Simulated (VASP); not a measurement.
Set up this calculation in VASP 6.6.1, as the native input.

```
Task                   : single point
Functional             : PBE
Potentials or basis    : VASP PAW PBE potentials, release 64 (Mg, O)
Cutoff                 : 600 eV
k mesh                 : 10 × 10 × 10
Occupations            : gaussian, width 0.02 eV
Spin                   : no spin polarisation
Dipole correction      : no
Further INCAR settings : ALGO = Normal; EDIFF = 1e-06; NBANDS = 11
```

The structure of MgO (nc) lies in POSCAR:

```
MgO
1.0
    0.0000000000      2.0449130664      2.0449130664
    2.0449130664      0.0000000000      2.0449130664
    2.0449130664      2.0449130664      0.0000000000
Mg O
1 1
Direct
    0.0000000000      0.0000000000      0.0000000000
    0.5000000000      0.5000000000      0.5000000000
```

The input as run:

INCAR

```
PREC = Accurate
ENCUT = 600
EDIFF = 1E-6
ISMEAR = 0
SIGMA = 0.02
LREAL = False
LASPH = True
NELM = 120
ALGO = Normal
ISIF = 2
LWAVE = False
LCHARG = True
GGA = PE
LELF = True
LVHAR = True
NBANDS = 11
GGA_COMPAT = False
```

KPOINTS

```
regular mesh
0
Gamma
  10 10 10
```

Potentials or basis: VASP PAW PBE potentials, release 64 (Mg, O).

Run with:

```console
$ cat potpaw_PBE.64/Mg/POTCAR potpaw_PBE.64/O/POTCAR > POTCAR
$ mpirun -np 1 vasp_std > vasp.out
```

It gave:

```yaml
Pressure: 21.4 GPa
Band_gap_on_the_k_mesh: 5.64 eV, direct
```

It took 8.2 s on 1 thread of Intel Xeon 6975P-C, with other jobs on the host, peak memory 0.14 GiB.
